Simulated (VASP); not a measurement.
# Si (Fd-3m) in VASP: further runs

The runs below take Si through single point, with PBE.

Program: VASP 6.6.1. These are calculated values, not measurements. Logs are shortened: lines on timing, memory, paths and dates and some standing lists are left out, and cuts for length are marked.

**1. The cell of the first run**

The structure is cubic, space group Fd-3m (No. 227). The conventional cell has a = 5.470 Å, b = 5.470 Å, c = 5.470 Å, α = 90.00°, β = 90.00°, γ = 90.00°. Si (site symmetry -43m) has 4 Si at 2.37 Å within 3.1 Å.

**2. Single point, PBE**

The input, INCAR:

```
SYSTEM = Si
ALGO = Normal
EDIFF = 1E-6
ENCUT = 500
GGA = PE
GGA_COMPAT = .False.
ISIF = 2
ISMEAR = 0
LASPH = .True.
LCHARG = .False.
LREAL = .False.
LWAVE = .False.
NBANDS = 11
NELM = 120
PREC = Accurate
SIGMA = 0.02
```

The input, KPOINTS:

```
k-points
0
Gamma
  8 8 8
  0 0 0
```

The input, POSCAR:

```
Si
1.0
    0.0000000000      2.7347886145      2.7347886145
    2.7347886145      0.0000000000      2.7347886145
    2.7347886145      2.7347886145      0.0000000000
Si
2
Direct
    0.0000000000      0.0000000000      0.0000000000
    0.2500000000      0.2500000000      0.2500000000
```

Potentials or basis: VASP PAW PBE potentials, release 64 (Si).

Started as:

```bash
$ cat potpaw_PBE.64/Si/POTCAR > POTCAR
$ mpirun -np 1 vasp_std > vasp.out
```

OUTCAR:

```text
SYSTEM = Si
   EDIFF = 1E-6
   ENCUT = 500
   GGA = PE
   ISIF = 2
   ISMEAR = 0
   LASPH = .True.
   LREAL = .False.
   NELM = 120
   PREC = Accurate

 ion  position               nearest neighbor table
   1  0.000  0.000  0.000-   2 2.37   2 2.37   2 2.37   2 2.37
   2  0.250  0.250  0.250-   1 2.37   1 2.37   1 2.37   1 2.37

  LATTYP: Found a face centered cubic cell.
 ALAT       =     5.4695772290

  Lattice vectors:

 A1 = (   0.0000000000,   2.7347886145,   2.7347886145)
 A2 = (   2.7347886145,   0.0000000000,   2.7347886145)
 A3 = (   2.7347886145,   2.7347886145,   0.0000000000)

Analysis of symmetry for initial positions (statically):
=====================================================================
 Subroutine PRICEL returns:
 Original cell was already a primitive cell.

 Routine SETGRP: Setting up the symmetry group for a
 face centered cubic supercell.

 Subroutine GETGRP returns: Found 48 space group operations
 (whereof 24 operations were pure point group operations)
 out of a pool of 48 trial point group operations.

The static configuration has the point symmetry T_d .
 The point group associated with its full space group is O_h .

Analysis of symmetry for dynamics (positions and initial velocities):
=====================================================================
 Subroutine PRICEL returns:
 Original cell was already a primitive cell.

 Routine SETGRP: Setting up the symmetry group for a
 face centered cubic supercell.

 Subroutine GETGRP returns: Found 48 space group operations
 (whereof 24 operations were pure point group operations)
 out of a pool of 48 trial point group operations.

The dynamic configuration has the point symmetry T_d .
 The point group associated with its full space group is O_h .

 Subroutine INISYM returns: Found 48 space group operations
 (whereof 24 operations are pure point group operations),
 and found     1 'primitive' translations

----------------------------------------------------------------------------------------

                                     Primitive cell

  volume of cell :      40.9073

  direct lattice vectors                    reciprocal lattice vectors
     0.000000000  2.734788615  2.734788615    -0.182829487  0.182829487  0.182829487
     2.734788615  0.000000000  2.734788615     0.182829487 -0.182829487  0.182829487
     2.734788615  2.734788615  0.000000000     0.182829487  0.182829487 -0.182829487

  length of vectors
     3.867575149  3.867575149  3.867575149     0.316669961  0.316669961  0.316669961

  position of ions in fractional coordinates (direct lattice)
     0.000000000  0.000000000  0.000000000
     0.250000000  0.250000000  0.250000000

  ion indices of the primitive-cell ions
   primitive index   ion index
                 1           1
                 2           2

----------------------------------------------------------------------------------------

 KPOINTS: k-points

Automatic generation of k-mesh.
 Grid dimensions read from file:
 generate k-points for:    8    8    8

 Generating k-lattice:

  Cartesian coordinates                     Fractional coordinates (reciprocal lattice)
    -0.022853686  0.022853686  0.022853686     0.125000000  0.000000000  0.000000000
     0.022853686 -0.022853686  0.022853686     0.000000000  0.125000000  0.000000000
     0.022853686  0.022853686 -0.022853686     0.000000000  0.000000000  0.125000000

  Length of vectors
     0.039583745  0.039583745  0.039583745

  Shift w.r.t. Gamma in fractional coordinates (k-lattice)
     0.000000000  0.000000000  0.000000000

 Subroutine IBZKPT returns following result:
 ===========================================

 Found     29 irreducible k-points:

 Following reciprocal coordinates:
            Coordinates               Weight
  0.000000  0.000000  0.000000      1.000000
  0.125000  0.000000  0.000000      8.000000
  0.250000  0.000000  0.000000      8.000000
  0.375000  0.000000  0.000000      8.000000
  0.500000  0.000000  0.000000      4.000000
  0.125000  0.125000  0.000000      6.000000
[... 16 lines left out ...]
  0.500000  0.250000  0.125000     48.000000
 -0.375000  0.250000  0.125000     24.000000
 [... further k-points ...]
   k-points           NKPTS =     29   k-points in BZ     NKDIM =     29   number of bands    NBANDS=     11
   number of dos      NEDOS =    301   number of ions     NIONS =      2
   total plane-waves  NPLWV =  21952
   dimension x,y,z NGX =    28 NGY =   28 NGZ =   28
   dimension x,y,z NGXF=    56 NGYF=   56 NGZF=   56
   ions per type =               2
   NGX,Y,Z   is equivalent  to a cutoff of  12.04, 12.04, 12.04 a.u.
   NGXF,Y,Z  is equivalent  to a cutoff of  24.07, 24.07, 24.07 a.u.
 SYSTEM =  Si
   PREC   = accura    normal or accurate (medium, high low for compatibility)
   ISTART =      0    job   : 0-new  1-cont  2-samecut
   ICHARG =      2    charge: 1-file 2-atom 10-const
   ISPIN  =      1    spin polarized calculation?
   LNONCOLLINEAR =      F non collinear calculations
   LSORBIT =      F    spin-orbit coupling
   LASPH  =      T    aspherical Exc in radial PAW
   ENCUT  =  500.0 eV  36.75 Ry    6.06 a.u.   7.05  7.05  7.05*2*pi/ulx,y,z
   NELM   =    120;   NELMIN=  2; NELMDL= -5     # of ELM steps
   EDIFF  = 0.1E-05   stopping-criterion for ELM
   LREAL  =      F    real-space projection
   EDIFFG = 0.1E-04   stopping-criterion for IOM
   NSW    =      0    number of steps for IOM
   IBRION =     -1    ionic relax: 0-MD 1-quasi-New 2-CG
   NFREE  =      0    steps in history (QN), initial steepest desc. (CG)
   ISIF   =      2    stress and relaxation
   ISYM   =      2    0-nonsym 1-usesym 2-fastsym
   POTIM  = 0.5000    time-step for ionic-motion
   TEBEG  =    0.0;   TEEND  =   0.0 temperature during run
   PSTRESS=    0.0 pullay stress
   NELECT =       8.0000    total number of electrons
   NUPDOWN=      -1.0000    fix difference up-down
   EMIN   =  10.00;   EMAX   =-10.00  energy-range for DOS
   EFERMI =   0.00;   METHOD = LEGACY
   ISMEAR =     0;   SIGMA  =   0.02  broadening in eV -4-tet -1-fermi 0-gaus
   EFERMI_NEDOS =   21; number of points for ismear=-14 and -15
   IALGO  =     38    algorithm
   IMIX   =      4    mixing-type and parameters
     AMIX     =   0.40;   BMIX     =  1.00
     AMIX_MAG =   1.60;   BMIX_MAG =  1.00
  volume/ion in A,a.u.               =      20.45       138.03
  Fermi-wavevector in a.u.,A,eV,Ry     =   0.950250  1.795712 12.285713  0.902974
  Thomas-Fermi vector in A             =   2.078609
   LORBIT       =      0    0 simple, 1 ext, 2 COOP (PROOUT), +10 PAW based schemes
   GGA     = PE    functional components
   LHFCALC =     F    Hartree Fock is set to
   AEXX    =    0.0000 exact exchange contribution
   IVDW    =     0    specifies the selected vdW correction
   LEPSILON=     F    determine dielectric tensor
   LRPA    =     F    only Hartree local field effects (RPA)
 non-spin polarized calculation
 Gauss-broadening in eV      SIGMA  =   0.02
  energy-cutoff  :      500.00
  volume of cell :       40.91
 maximum number of plane-waves:      1056
   NGX = 15   NGY = 15   NGZ = 15

 number of electron       8.0000000 magnetization

 Free energy of the ion-electron system (eV)
  ---------------------------------------------------
  ext. energy  EPLUGINS =         0.00000000
  ---------------------------------------------------
  free energy    TOTEN  =       -10.84606738 eV

  energy without entropy =      -10.84606738  energy(sigma->0) =      -10.84606738

 E-fermi :   5.7240     XC(G=0):  -9.3248

 val. band max:        5.6127093064   @ k =   0.0000   0.0000   0.0000
 cond. band min:       6.2634322792   @ k =   0.3750   0.3750   0.0000
 fundamental gap:      0.6507229728
 Fermi energy:         5.7239679468

 k-point     1 :       0.0000    0.0000    0.0000
  band No.  band energies     occupation
      1      -6.1991      2.00000
      2       5.6127      2.00000
      3       5.6127      2.00000
      4       5.6127      2.00000
      5       8.1690      0.00000
      6       8.1690      0.00000
      7       8.1690      0.00000
      8       8.7413      0.00000
      9      13.3211      0.00000
     10      13.3211      0.00000
     11      13.4880      0.00000

 k-point     2 :       0.1250    0.0000    0.0000
  band No.  band energies     occupation
      1      -5.9986      2.00000
      2       4.0220      2.00000
      3       5.3304      2.00000
      4       5.3304      2.00000
      5       8.0542      0.00000
      6       8.5843      0.00000
      7       8.5843      0.00000
      8      10.1415      0.00000
      9      12.8483      0.00000
     10      12.8483      0.00000
     11      14.2635      0.00000

 k-point     3 :       0.2500    0.0000    0.0000
  band No.  band energies     occupation
      1      -5.4145      2.00000
      2       1.7272      2.00000
      3       4.8679      2.00000
      4       4.8679      2.00000
      5       7.5703      0.00000
      6       9.1021      0.00000
      7       9.1021      0.00000
      8      12.3601      0.00000
      9      12.7992      0.00000
     10      12.7992      0.00000
     11      14.5406      0.00000

 k-point     4 :       0.3750    0.0000    0.0000
  band No.  band energies     occupation
      1      -4.5403      2.00000
      2      -0.2564      2.00000
      3       4.5453      2.00000
      4       4.5453      2.00000
      5       7.2057      0.00000
      6       9.0654      0.00000
      7       9.0654      0.00000
      8      13.4488      0.00000
      9      14.1506      0.00000
     10      14.1506      0.00000
     11      15.1210      0.00000

 k-point     5 :       0.5000    0.0000    0.0000
  band No.  band energies     occupation
      1      -3.9214      2.00000
      2      -1.2540      2.00000
      3       4.4346      2.00000
      4       4.4346      2.00000
      5       7.0775      0.00000
      6       8.9619      0.00000
      7       8.9619      0.00000
      8      13.3136      0.00000
      9      16.1063      0.00000
     10      16.1063      0.00000
     11      16.7917      0.00000
[... 211 lines left out ...]
 k-point    21 :       0.5000    0.5000    0.0000
  band No.  band energies     occupation
      1      -2.1321      2.00000
      2      -2.1321      2.00000
      3       2.8196      2.00000
      4       2.8196      2.00000
      5       6.3647      0.00000
      6       6.3647      0.00000
      7      15.5451      0.00000
      8      15.5451      0.00000
      9      16.5182      0.00000
     10      16.5182      0.00000
     11      18.0535      0.00000

 k-point    22 :       0.3750    0.2500    0.1250
  band No.  band energies     occupation
      1      -4.8947      2.00000
      2       1.3449      2.00000
      3       2.9617      2.00000
      4       4.2131      2.00000
      5       8.0555      0.00000
      6       9.4381      0.00000
      7       9.8156      0.00000
      8      11.0522      0.00000
      9      13.3240      0.00000
     10      15.7152      0.00000
     11      16.5747      0.00000

 k-point    23 :       0.5000    0.2500    0.1250
  band No.  band energies     occupation
      1      -4.0256      2.00000
      2      -0.1740      2.00000
      3       2.3578      2.00000
      4       3.7259      2.00000
      5       8.4766      0.00000
      6       9.1419      0.00000
      7      10.5895      0.00000
      8      11.4898      0.00000
      9      14.5417      0.00000
     10      15.2374      0.00000
     11      17.5131      0.00000

 k-point    24 :      -0.3750    0.2500    0.1250
  band No.  band energies     occupation
      1      -3.3917      2.00000
      2      -1.0931      2.00000
      3       2.2264      2.00000
      4       3.5030      2.00000
      5       8.6354      0.00000
      6       8.7591      0.00000
      7      11.4582      0.00000
      8      12.6778      0.00000
      9      12.9181      0.00000
     10      16.1190      0.00000
     11      17.1631      0.00000

 [... further k-points ...]

------------------------ aborting loop because EDIFF is reached ----------------------------------------

  FORCE on cell =-STRESS in cart. coord.  units (eV):
  Direction    XX          YY          ZZ          XY          YZ          ZX
  --------------------------------------------------------------------------------------
  -------------------------------------------------------------------------------------
  Total       -0.0101733     -0.0101733     -0.0101733      0.0000000     -0.0000000      0.0000000
  in kB       -0.3984488     -0.3984488     -0.3984488      0.0000000     -0.0000000      0.0000000
  external PRESSURE =      -0.3984488 kB  Pullay stress =       0.0000000 kB

 VOLUME and BASIS-vectors are now :
 -----------------------------------------------------------------------------
  energy-cutoff  :      500.00
  volume of cell :       40.91
      direct lattice vectors                 reciprocal lattice vectors
     0.000000000  2.734788615  2.734788615    -0.182829487  0.182829487  0.182829487
     2.734788615  0.000000000  2.734788615     0.182829487 -0.182829487  0.182829487
     2.734788615  2.734788615  0.000000000     0.182829487  0.182829487 -0.182829487

 POSITION                                       TOTAL-FORCE (eV/Angst)
 -----------------------------------------------------------------------------------
      0.00000      0.00000      0.00000         0.000000      0.000000     -0.000000
      1.36739      1.36739      1.36739        -0.000000     -0.000000      0.000000
 -----------------------------------------------------------------------------------
    total drift:                                0.000000      0.000000     -0.000000

  FREE ENERGIE OF THE ION-ELECTRON SYSTEM (eV)
  ---------------------------------------------------
  free  energy   TOTEN  =       -10.8460673818 eV

  energy  without entropy=      -10.8460673818  energy(sigma->0) =      -10.84606738
```

It took 4.1 s on 1 thread of Intel Xeon 6975P-C (Granite Rapids), shared host; peak memory 0.14 GiB.

What came out:

| Property | Result |
| --- | --- |
| Free energy | -10.8461 eV |
| Pressure | 0.0 GPa |
| Band gap on the k mesh | 0.65 eV, indirect (least direct gap 2.56 eV) |

A k mesh can miss the band edges. As with any semilocal functional, this PBE gap is likely too small.

**3. Single point, PBE**

The input, INCAR:

```
SYSTEM = Si
PREC = Accurate ; ENCUT = 500
EDIFF = 1E-6 ; ISMEAR = 0
SIGMA = 0.02 ; LREAL = .False.
LASPH = .True. ; NELM = 120
ALGO = Normal ; ISIF = 2
LWAVE = .False. ; LCHARG = .True.
GGA = PE ; LELF = .True.
LVHAR = .True. ; NBANDS = 11
GGA_COMPAT = .False.
```

The input, KPOINTS:

```
Automatic mesh
0
Gamma
  10 10 10
  0 0 0
```

POSCAR is that of step 2.

Potentials or basis: VASP PAW PBE potentials, release 64 (Si).

Started as:

```bash
$ cat potpaw_PBE.64/Si/POTCAR > POTCAR
$ mpirun -np 1 vasp_std > vasp.out
```

OUTCAR:

```text
SYSTEM = Si
   PREC = Accurate
   ENCUT = 500
   EDIFF = 1E-6
   ISMEAR = 0
   LREAL = .False.
   LASPH = .True.
   NELM = 120
   ISIF = 2
   GGA = PE

 ion  position               nearest neighbor table
   1  0.000  0.000  0.000-   2 2.37   2 2.37   2 2.37   2 2.37
   2  0.250  0.250  0.250-   1 2.37   1 2.37   1 2.37   1 2.37

  LATTYP: Found a face centered cubic cell.
 ALAT       =     5.4695772290

  Lattice vectors:

 A1 = (   0.0000000000,   2.7347886145,   2.7347886145)
[... 523 lines left out ...]

------------------------ aborting loop because EDIFF is reached ----------------------------------------

  FORCE on cell =-STRESS in cart. coord.  units (eV):
  Direction    XX          YY          ZZ          XY          YZ          ZX
  --------------------------------------------------------------------------------------
  -------------------------------------------------------------------------------------
  Total       -0.0114618     -0.0114618     -0.0114618      0.0000000      0.0000000      0.0000000
  in kB       -0.4489129     -0.4489129     -0.4489129      0.0000000      0.0000000      0.0000000
  external PRESSURE =      -0.4489129 kB  Pullay stress =       0.0000000 kB

 VOLUME and BASIS-vectors are now :
 -----------------------------------------------------------------------------
  energy-cutoff  :      500.00
  volume of cell :       40.91
      direct lattice vectors                 reciprocal lattice vectors
     0.000000000  2.734788615  2.734788615    -0.182829487  0.182829487  0.182829487
     2.734788615  0.000000000  2.734788615     0.182829487 -0.182829487  0.182829487
     2.734788615  2.734788615  0.000000000     0.182829487  0.182829487 -0.182829487

 POSITION                                       TOTAL-FORCE (eV/Angst)
 -----------------------------------------------------------------------------------
      0.00000      0.00000      0.00000        -0.000000      0.000000      0.000000
      1.36739      1.36739      1.36739         0.000000     -0.000000     -0.000000
 -----------------------------------------------------------------------------------
    total drift:                                0.000000      0.000000     -0.000000

  FREE ENERGIE OF THE ION-ELECTRON SYSTEM (eV)
  ---------------------------------------------------
  free  energy   TOTEN  =       -10.8491867896 eV

  energy  without entropy=      -10.8491867896  energy(sigma->0) =      -10.84918679
```

OSZICAR:

```text
N       E                     dE             d eps       ncg     rms          rms(c)
DAV:   1     0.673876049013E+01    0.67388E+01   -0.32003E+03  1034   0.553E+02
DAV:   2    -0.104113090253E+02   -0.17150E+02   -0.16344E+02  1396   0.818E+01
DAV:   3    -0.110119314104E+02   -0.60062E+00   -0.59828E+00  1317   0.128E+01
DAV:   4    -0.110170896368E+02   -0.51582E-02   -0.51577E-02  1257   0.150E+00
DAV:   5    -0.110171386181E+02   -0.48981E-04   -0.48981E-04  1333   0.138E-01    0.475E+00
DAV:   6    -0.109013626357E+02    0.11578E+00   -0.65009E-02  1166   0.105E+00    0.289E+00
DAV:   7    -0.108476771820E+02    0.53685E-01   -0.12749E-01  1194   0.158E+00    0.167E-01
DAV:   8    -0.108489487695E+02   -0.12716E-02   -0.56887E-03  1187   0.404E-01    0.793E-02
DAV:   9    -0.108491618431E+02   -0.21307E-03   -0.20730E-04  1270   0.870E-02    0.580E-02
DAV:  10    -0.108491860836E+02   -0.24241E-04   -0.20818E-05  1228   0.263E-02    0.501E-03
DAV:  11    -0.108491867896E+02   -0.70597E-06   -0.20428E-06  1260   0.741E-03
   1 F= -.10849187E+02 E0= -.10849187E+02  d E =-.464659E-15
```

stdout:

```text
POSCAR found type information on POSCAR Si
 POSCAR found :  1 types and       2 ions
 scaLAPACK will be used
 LDA part: xc-table for (Slater+PW92), standard interpolation
 POSCAR, INCAR and KPOINTS ok, starting setup
 FFT: planning ... GRIDC
 FFT: planning ... GRID_SOFT
 FFT: planning ... GRID
 WAVECAR not read
 entering main loop
```

Run time: 6.4 s. Hardware: 1 thread of Intel Xeon 6975P-C (Granite Rapids), shared host; peak memory 0.15 GiB.

What came out:

```
Free energy            : -10.8492 eV
Pressure               : 0.0 GPa
Band gap on the k mesh : 0.62 eV, indirect (least direct gap 2.56 eV)
```
